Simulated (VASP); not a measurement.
## FeSi: single point with PBE

Crystal: FeSi.

```
CELL_PARAMETERS angstrom
4.46700 0.00000 0.00000
0.00000 4.46700 0.00000
0.00000 0.00000 4.46700
ATOMIC_POSITIONS crystal
Fe 0.14217 0.14174 0.13966
Fe 0.37417 0.87374 0.63966
Fe 0.64217 0.37374 0.87166
Fe 0.87417 0.64174 0.37166
Si 0.85267 0.85224 0.85016
Si 0.66367 0.16324 0.35016
Si 0.35267 0.66324 0.16116
Si 0.09833 0.29034 0.61589
```

This cell differs from its parent crystal: atom 8 moved 0.45 Å.

| Quantity | Value |
| --- | --- |
| Program | VASP 6.6.1 |
| Task | single point |
| Functional | PBE |
| Potentials or basis | VASP PAW PBE potentials, release 64 (Fe, Si) |
| Cutoff | 600 eV |
| k mesh | 6 × 6 × 6 |
| Occupations | fermi-dirac, width 0.05 eV |
| Spin | collinear spin, ferromagnetic start |
| Starting moments | [3.0, 3.0, 3.0, 3.0, 0.0, 0.0, 0.0, 0.0] μB |
| Dipole correction | no |
| Further INCAR settings | ALGO = Normal; EDIFF = 1e-06; NBANDS = 38 |

* Pressure: 2.7 GPa
* Largest force: 3.852 eV/Å
* Net moment: 1.65 μB per cell
* Site moments: Fe +0.32, +0.48, +0.72, +0.30; Si -0.02 μB
* Valence electrons inside the program's atomic spheres: Fe 7.69, 7.62, 7.56, 7.67; Si 1.64, 1.65, 1.63, 1.69

Forces in eV/Å, atoms in the order of the input:
```
Fe   0.235  0.067 -0.879
Fe  -0.062 -0.605  0.077
Fe  -0.519 -0.579 -0.536
Fe  -0.585  0.817 -0.528
Si  -0.356 -0.990  0.099
Si  -1.041  0.066 -0.911
Si  -0.346  0.032  0.175
Si   2.674  1.191  2.504
```

Stress tensor (GPa, compression positive):
```
 2.97 -0.48  1.04
-0.48  2.62  0.01
 1.04  0.01  2.61
```

Levels at points of the mesh, in eV from the Fermi level:
Spin up:
| k point | band 23 | band 24 | band 25 | band 26 | band 27 | band 28 |
| --- | --- | --- | --- | --- | --- | --- |
| (0.00, 0.00, 0.00) | -0.37 | -0.31 | 0.23 | 0.29 | 0.41 | 2.32 |
| (0.50, 0.00, 0.00) | -0.32 | -0.28 | -0.20 | -0.03 | 1.33 | 1.49 |
| (0.00, 0.50, 0.00) | -0.34 | -0.27 | -0.12 | -0.04 | 1.19 | 1.68 |
| (0.00, 0.00, 0.50) | -0.34 | -0.31 | -0.18 | -0.07 | 1.16 | 1.52 |
| (0.50, 0.50, 0.00) | -0.68 | -0.61 | 0.24 | 0.39 | 0.75 | 1.05 |
| (0.00, 0.50, 0.50) | -0.65 | -0.56 | 0.30 | 0.44 | 0.80 | 1.09 |
| (0.50, 0.00, 0.50) | -0.68 | -0.64 | 0.35 | 0.45 | 0.95 | 1.02 |
| (0.50, 0.50, 0.50) | -0.88 | -0.79 | 0.11 | 0.14 | 0.17 | 0.28 |
Spin down:
```
           k point  band 21  band 22  band 23  band 24  band 25  band 26
(0.00, 0.00, 0.00)    -0.23    -0.06     0.07     0.31     0.67     0.82
(0.50, 0.00, 0.00)    -0.33    -0.19    -0.03     0.25     0.34     0.47
(0.00, 0.50, 0.00)    -0.34    -0.21     0.06     0.19     0.34     0.40
(0.00, 0.00, 0.50)    -0.39    -0.21     0.13     0.22     0.30     0.43
(0.50, 0.50, 0.00)    -0.94    -0.69    -0.36    -0.21     0.69     0.82
(0.00, 0.50, 0.50)    -0.95    -0.87    -0.21    -0.09     0.75     0.83
(0.50, 0.00, 0.50)    -0.86    -0.81    -0.42     0.02     0.80     0.85
(0.50, 0.50, 0.50)    -0.55    -0.49    -0.47    -0.28     0.54     0.64
```

Wall time 4.7 min on 4 MPI ranks on Intel(R) Xeon(R) Platinum 8488C (Sapphire Rapids), on a shared host, peak memory 0.69 GiB a rank.

Caveat: the cell differs from its parent crystal (atom 8 moved 0.45 Å); forces of over 1 eV/Å act on the atoms, so gaps and moduli don't describe the material at rest.
